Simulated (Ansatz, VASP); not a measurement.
# Ti in VASP and in Ansatz

```xyz
2
Lattice="2.9500 0.0000 0.0000 -1.4750 2.5548 0.0000 0.0000 0.0000 4.6860" Properties=species:S:1:pos:R:3 pbc="T T T"
Ti    0.0000    1.7032    1.1715
Ti    1.4750    0.8516    3.5145
```

Alike in both runs: task relaxation of cell and atoms; functional PBEsol; k mesh 18 × 18 × 10; occupations gaussian, width 0.1 eV; no spin polarisation.

|  | VASP | Ansatz |
| --- | --- | --- |
| version | VASP 6.6.1 | Ansatz 0.2.0 |
| potentials or method | VASP PAW PBE potentials, release 64 (Ti_sv), cutoff 600 eV | scalar-relativistic, plane waves, PAW |
| valence electrons in the cell | 24 | 24 |

Ansatz gave:

* gap on the k mesh at the Fermi level, each at its own relaxed structure (eV): none
* relaxed volume (Å³/atom): 16.72
* relaxed length of the cell vector where the two differ most in proportion (Å): 4.591

Problem. What did VASP give for the same quantities?

Solution. gap on the k mesh at the Fermi level, each at its own relaxed structure (eV): none; relaxed volume (Å³/atom): 16.68; relaxed length of the cell vector where the two differ most in proportion (Å): 4.587.

VASP's potentials were made for PBE, not for PBEsol, and Ansatz warns of the same on its side. A gap of «none» marks a metal or a gap that the smearing closes.
